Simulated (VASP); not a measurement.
# Ge (Fd-3m) in VASP: a series of runs

The runs below take Ge through elastic constants, with LDA.

Everything below comes from runs of VASP 6.6.1. Logs are shortened: lines on timing, memory, paths and dates and some standing lists are left out, and cuts for length are marked.

## Step 1: The cell of the first run

The structure is cubic, space group Fd-3m (No. 227). Conventional cell: a = 5.424 Å, b = 5.424 Å, c = 5.424 Å, α = 90.00°, β = 90.00°, γ = 90.00°. Within 3.1 Å of Ge (site symmetry -43m) lie 4 Ge at 2.35 Å.

## Step 2: Elastic constants, LDA

INCAR reads:

```
SYSTEM = Ge
ALGO = Normal ; EDIFF = 1E-8
ENCUT = 600 ; GGA = CA
IBRION = 6 ; ISIF = 3
ISMEAR = -1 ; LASPH = .TRUE.
LCHARG = .TRUE. ; LREAL = .FALSE.
LWAVE = .FALSE. ; NELM = 80
NFREE = 2 ; NSW = 1
POTIM = 0.015 ; PREC = Accurate
SIGMA = 0.1
```

KPOINTS reads:

```
k-points
0
G
  14 14 14
  0 0 0
```

POSCAR reads:

```
Ge
1.0
    0.0000000000      2.7119104174      2.7119104174
    2.7119104174      0.0000000000      2.7119104174
    2.7119104174      2.7119104174      0.0000000000
Ge
2
Direct
    0.5000000000      0.5000000000      0.5000000000
    0.7500000000      0.7500000000      0.7500000000
```

Potentials or basis: VASP PAW LDA potentials, release 64 (Ge_d).

Run with:

```bash
cat potpaw_LDA.64/Ge_d/POTCAR > POTCAR
mpirun -np 1 vasp_std > vasp.out
```

OUTCAR:

```text
SYSTEM = Ge
   EDIFF = 1E-8
   ENCUT = 600
   GGA = CA
   IBRION = 6
   ISIF = 3
   ISMEAR = -1
   LASPH = .TRUE.
   LREAL = .FALSE.
   NELM = 80
   NFREE = 2
   NSW = 1
   POTIM = 0.015
   PREC = Accurate

 ion  position               nearest neighbor table
   1  0.500  0.500  0.500-   2 2.35   2 2.35   2 2.35   2 2.35
   2  0.750  0.750  0.750-   1 2.35   1 2.35   1 2.35   1 2.35

  LATTYP: Found a face centered cubic cell.
 ALAT       =     5.4238208348

  Lattice vectors:

 A1 = (   0.0000000000,   2.7119104174,   2.7119104174)
 A2 = (   2.7119104174,   0.0000000000,   2.7119104174)
 A3 = (   2.7119104174,   2.7119104174,   0.0000000000)

Analysis of symmetry for initial positions (statically):
=====================================================================
 Subroutine PRICEL returns:
 Original cell was already a primitive cell.

 Routine SETGRP: Setting up the symmetry group for a
 face centered cubic supercell.

 Subroutine GETGRP returns: Found 48 space group operations
 (whereof 24 operations were pure point group operations)
 out of a pool of 48 trial point group operations.

The static configuration has the point symmetry T_d .
 The point group associated with its full space group is O_h .

Analysis of symmetry for dynamics (positions and initial velocities):
=====================================================================
 Subroutine PRICEL returns:
 Original cell was already a primitive cell.

 Routine SETGRP: Setting up the symmetry group for a
 face centered cubic supercell.

 Subroutine GETGRP returns: Found 48 space group operations
 (whereof 24 operations were pure point group operations)
 out of a pool of 48 trial point group operations.

The dynamic configuration has the point symmetry T_d .
 The point group associated with its full space group is O_h .

 Subroutine INISYM returns: Found 48 space group operations
 (whereof 24 operations are pure point group operations),
 and found     1 'primitive' translations

----------------------------------------------------------------------------------------

                                     Primitive cell

  volume of cell :      39.8893

  direct lattice vectors                    reciprocal lattice vectors
     0.000000000  2.711910417  2.711910417    -0.184371872  0.184371872  0.184371872
     2.711910417  0.000000000  2.711910417     0.184371872 -0.184371872  0.184371872
     2.711910417  2.711910417  0.000000000     0.184371872  0.184371872 -0.184371872

  length of vectors
     3.835220492  3.835220492  3.835220492     0.319341450  0.319341450  0.319341450

  position of ions in fractional coordinates (direct lattice)
     0.500000000  0.500000000  0.500000000
     0.750000000  0.750000000  0.750000000

  ion indices of the primitive-cell ions
   primitive index   ion index
                 1           1
                 2           2

----------------------------------------------------------------------------------------

 KPOINTS: k-points

Automatic generation of k-mesh.
 Grid dimensions read from file:
 generate k-points for:   14   14   14

 Generating k-lattice:

  Cartesian coordinates                     Fractional coordinates (reciprocal lattice)
    -0.013169419  0.013169419  0.013169419     0.071428571  0.000000000  0.000000000
     0.013169419 -0.013169419  0.013169419     0.000000000  0.071428571  0.000000000
     0.013169419  0.013169419 -0.013169419     0.000000000  0.000000000  0.071428571

  Length of vectors
     0.022810104  0.022810104  0.022810104

  Shift w.r.t. Gamma in fractional coordinates (k-lattice)
     0.000000000  0.000000000  0.000000000

 Subroutine IBZKPT returns following result:
 ===========================================

 Found    104 irreducible k-points:

 Following reciprocal coordinates:
            Coordinates               Weight
[... 49 lines left out ...]
   ISIF   =      3    stress and relaxation
   ISYM   =      2    0-nonsym 1-usesym 2-fastsym
   POTIM  = 0.0150    time-step for ionic-motion
   TEBEG  =    0.0;   TEEND  =   0.0 temperature during run
   PSTRESS=    0.0 pullay stress
   NELECT =      28.0000    total number of electrons
   NUPDOWN=      -1.0000    fix difference up-down
   EMIN   =  10.00;   EMAX   =-10.00  energy-range for DOS
   EFERMI =   0.00;   METHOD = LEGACY
   ISMEAR =    -1;   SIGMA  =   0.10  broadening in eV -4-tet -1-fermi 0-gaus
   EFERMI_NEDOS =   21; number of points for ismear=-14 and -15
   IALGO  =     38    algorithm
   IMIX   =      4    mixing-type and parameters
     AMIX     =   0.40;   BMIX     =  1.00
     AMIX_MAG =   1.60;   BMIX_MAG =  1.00
  volume/ion in A,a.u.               =      19.94       134.59
  Fermi-wavevector in a.u.,A,eV,Ry     =   1.454930  2.749419 28.801112  2.116822
  Thomas-Fermi vector in A             =   2.572024
   LORBIT       =      0    0 simple, 1 ext, 2 COOP (PROOUT), +10 PAW based schemes
   GGA     = CA    functional components
   LHFCALC =     F    Hartree Fock is set to
   AEXX    =    0.0000 exact exchange contribution
   IVDW    =     0    specifies the selected vdW correction
   LEPSILON=     F    determine dielectric tensor
   LRPA    =     F    only Hartree local field effects (RPA)
 finite differences with symmetry
 non-spin polarized calculation
  energy-cutoff  :      600.00
  volume of cell :       39.89
 maximum number of plane-waves:      1363
   NGX = 15   NGY = 15   NGZ = 15

--------------------------------------- Ionic step        1  -------------------------------------------

 number of electron      28.0000020 magnetization

 Free energy of the ion-electron system (eV)
  ---------------------------------------------------
  ext. energy  EPLUGINS =         0.00000000
  ---------------------------------------------------
  free energy    TOTEN  =       -10.25835452 eV

  energy without entropy =      -10.25668810  energy(sigma->0) =      -10.25752131

------------------------ aborting loop because EDIFF is reached ----------------------------------------

  FORCE on cell =-STRESS in cart. coord.  units (eV):
  Direction    XX          YY          ZZ          XY          YZ          ZX
  --------------------------------------------------------------------------------------
  -------------------------------------------------------------------------------------
  Total        2.5575611      2.5575611      2.5575611     -0.0000000      0.0000000     -0.0000000
  in kB      102.7260491    102.7260491    102.7260491     -0.0000000      0.0000000     -0.0000000
  external PRESSURE =     102.7260491 kB  Pullay stress =       0.0000000 kB
[... 89 lines left out ...]
  FREE ENERGIE OF THE ION-ELECTRON SYSTEM (eV)
  ---------------------------------------------------
  free  energy   TOTEN  =       -10.2152491747 eV

  energy  without entropy=      -10.2134123479  energy(sigma->0) =      -10.21433076

[... ionic steps 4 to 12 ...]

--------------------------------------- Ionic step       13  -------------------------------------------

 number of electron      28.0000017 magnetization

------------------------ aborting loop because EDIFF is reached ----------------------------------------
[... 67 lines left out ...]
--------------------------------------- Ionic step       15  -------------------------------------------

 number of electron      28.0000015 magnetization

 Free energy of the ion-electron system (eV)
  ---------------------------------------------------
  ext. energy  EPLUGINS =         0.00000000
  ---------------------------------------------------
  free energy    TOTEN  =       -10.25673327 eV

  energy without entropy =      -10.25502161  energy(sigma->0) =      -10.25587744

 E-fermi :   6.1689     XC(G=0): -10.9010

 val. band max:        6.1233056884   @ k =   0.0000   0.0000   0.0000
 cond. band min:       6.3446361290   @ k =   0.0000   0.4286   0.4286
 fundamental gap:      0.2213304406
 Fermi energy:         6.1688884036

 k-point     1 :       0.0000    0.0000    0.0000
  band No.  band energies     occupation
      1     -19.1255      2.00000
      2     -19.1209      2.00000
      3     -19.1158      2.00000
      4     -19.0732      2.00000
      5     -19.0730      2.00000
      6     -18.7849      2.00000
[... 481 lines left out ...]
      5     -19.0003      2.00000
      6     -18.8706      2.00000
[... 10 lines left out ...]
     17      11.0563      0.00000
     18      11.2489      0.00000

 [... further k-points ...]

------------------------ aborting loop because EDIFF is reached ----------------------------------------

  FORCE on cell =-STRESS in cart. coord.  units (eV):
  Direction    XX          YY          ZZ          XY          YZ          ZX
  --------------------------------------------------------------------------------------
  -------------------------------------------------------------------------------------
  Total        2.5526203      2.5567675      2.5567675      0.0000000     -0.2015956      0.0000000
  in kB      102.5275990    102.6941740    102.6941740      0.0000000     -8.0972159      0.0000000
  external PRESSURE =     102.6386490 kB  Pullay stress =       0.0000000 kB
[... 17 lines left out ...]
  FREE ENERGIE OF THE ION-ELECTRON SYSTEM (eV)
  ---------------------------------------------------
  free  energy   TOTEN  =       -10.2567332692 eV

  energy  without entropy=      -10.2550216068  energy(sigma->0) =      -10.25587744

 INTERNAL STRAIN TENSORS FROM STRAINED CELLS
 ============================================

 INTERNAL STRAIN TENSOR FOR ION    1 for displacements in x,y,z  (eV/Angst):
          X           Y           Z          XY          YZ          ZX
  --------------------------------------------------------------------------------
  x    -0.00000    -0.00000    -0.00000    -0.00000    13.44205     0.00000
  y     0.00000     0.00000    -0.00000    -0.00000     0.00000    13.44107
  z     0.00000    -0.00000    -0.00000    13.44059     0.00000     0.00000

 INTERNAL STRAIN TENSORS FROM DISPLACED ATOMS
 ============================================

 INTERNAL STRAIN TENSOR FOR ION    1 for displacements in x,y,z  (eV/Angst):
          X           Y           Z          XY          YZ          ZX
  --------------------------------------------------------------------------------
  x     0.00000    -0.00000    -0.00000     0.00000    13.43754     0.00000
  y    -0.00000     0.00000    -0.00000     0.00000     0.00000    13.43754
  z    -0.00000    -0.00000     0.00000    13.43754     0.00000     0.00000

 INTERNAL STRAIN TENSOR FOR ION    2 for displacements in x,y,z  (eV/Angst):
          X           Y           Z          XY          YZ          ZX
  --------------------------------------------------------------------------------
  x    -0.00000     0.00000     0.00000     0.00000   -13.43754     0.00000
  y     0.00000    -0.00000     0.00000     0.00000     0.00000   -13.43754
  z     0.00000     0.00000    -0.00000   -13.43754     0.00000     0.00000

 Eigenvectors and eigenvalues of the dynamical matrix
 ----------------------------------------------------

   1 f  =    9.835096 THz    61.795732 2PiTHz  328.063494 cm-1    40.674671 meV
             X         Y         Z           dx          dy          dz
      2.711910  2.711910  2.711910     0.000000   -0.707107    0.000000
      4.067866  4.067866  4.067866     0.000000    0.707107    0.000000
[... 21 lines left out ...]
   6 f  =    0.000000 THz     0.000000 2PiTHz    0.000000 cm-1     0.000000 meV
             X         Y         Z           dx          dy          dz
      2.711910  2.711910  2.711910     0.000000    0.000000    0.707107
      4.067866  4.067866  4.067866     0.000000    0.000000    0.707107

--------------------------------------------------------------------------------------------------------

 ELASTIC MODULI CONTR FROM IONIC RELAXATION (kBar)
 Direction    XX          YY          ZZ          XY          YZ          ZX
 --------------------------------------------------------------------------------
 XX          -0.0000      0.0000      0.0000      0.0000     -0.0000      0.0000
 YY           0.0000     -0.0000      0.0000      0.0000      0.0000     -0.0000
 ZZ           0.0000      0.0000     -0.0000     -0.0000      0.0000      0.0000
 XY           0.0000      0.0000     -0.0000   -504.7452      0.0000      0.0000
 YZ          -0.0000      0.0000      0.0000      0.0000   -504.7452      0.0000
 ZX           0.0000     -0.0000      0.0000      0.0000      0.0000   -504.7452
 --------------------------------------------------------------------------------

 TOTAL ELASTIC MODULI (kBar)
 Direction    XX          YY          ZZ          XY          YZ          ZX
 --------------------------------------------------------------------------------
 XX        1574.0858    823.4464    823.4464      0.0000     -0.0000      0.0000
 YY         823.4464   1574.0858    823.4464      0.0000      0.0000     -0.0000
 ZZ         823.4464    823.4464   1574.0858     -0.0000      0.0000      0.0000
 XY           0.0000      0.0000     -0.0000    706.9512     -0.0000      0.0000
 YZ          -0.0000      0.0000      0.0000     -0.0000    706.9512      0.0000
 ZX           0.0000     -0.0000      0.0000      0.0000      0.0000    706.9512
 --------------------------------------------------------------------------------
```

Run time: 73 min. Hardware: 1 thread of Oxide Virtual Turin-like, shared host; peak memory 0.9 GiB.

Results:

- Elastic constants C11, C12, C44: 157, 82, 71 GPa
- Voigt bulk modulus: 107 GPa
- Highest phonon frequency at Γ: 328 cm⁻¹

Phonon frequencies in cm⁻¹ (negative: imaginary):
| q point | frequencies |
| --- | --- |
| (0.000, 0.000, 0.000) | 0 0 0 328 328 328 |

Elastic tensor in Voigt notation (GPa, in the Cartesian axes of the cell as first typed):
```
157  82  82   0   0   0
 82 157  82   0   0   0
 82  82 157   0   0   0
  0   0   0  71   0   0
  0   0   0   0  71   0
  0   0   0   0   0  71
```

Clamped-ion elastic tensor (GPa):
```
157  82  82   0   0   0
 82 157  82   0   0   0
 82  82 157   0   0   0
  0   0   0 121   0   0
  0   0   0   0 121   0
  0   0   0   0   0 121
```

Caveat: the cell is under stress, which shifts elastic constants.

## Step 3: Elastic constants, LDA

This run uses another cell than the first one, of 21.64 Å³/atom.

INCAR reads:

```
PREC = Accurate
ENCUT = 600
EDIFF = 1E-8
ISMEAR = -1
SIGMA = 0.1
LREAL = False
LASPH = True
NELM = 80
ALGO = Normal
ISIF = 3
LWAVE = False
LCHARG = True
NBANDS = 21
IBRION = 6
NFREE = 2
POTIM = 0.015
NSW = 1
```

KPOINTS reads:

```
regular mesh
0
Gamma
  14 14 14
```

POSCAR reads:

```
Ge
1.0
    0.0000000000      2.7866622324      2.7866622324
    2.7866622324      0.0000000000      2.7866622324
    2.7866622324      2.7866622324      0.0000000000
Ge
2
Direct
    0.5000000000      0.5000000000      0.5000000000
    0.7500000000      0.7500000000      0.7500000000
```

Potentials or basis: VASP PAW LDA potentials, release 64 (Ge_d).

Run with:

```bash
cat potpaw_LDA.64/Ge_d/POTCAR > POTCAR
mpirun -np 1 vasp_std > vasp.out
```

Wall time 75 min (1 thread of Oxide Virtual Turin-like, shared host); peak memory 1.1 GiB.

The run converged. Its results:

```yaml
Elastic_constants_C11_C12_C44: 129, 55, 63 GPa
Voigt_bulk_modulus: 79 GPa
Highest_phonon_frequency_at_Γ: 299 cm⁻¹
```

Phonon frequencies in cm⁻¹ (negative: imaginary):
```csv
q point,frequencies
"(0.000, 0.000, 0.000)",0 0 0 299 299 299
```

Elastic tensor in Voigt notation (GPa, in the Cartesian axes of the cell as first typed):
```
129  55  55   0   0   0
 55 129  55   0   0   0
 55  55 129   0   0   0
  0   0   0  63   0   0
  0   0   0   0  63   0
  0   0   0   0   0  63
```

Clamped-ion elastic tensor (GPa):
```
129  55  55   0   0   0
 55 129  55   0   0   0
 55  55 129   0   0   0
  0   0   0  93   0   0
  0   0   0   0  93   0
  0   0   0   0   0  93
```

Caveat: the cell is under stress, which shifts elastic constants.
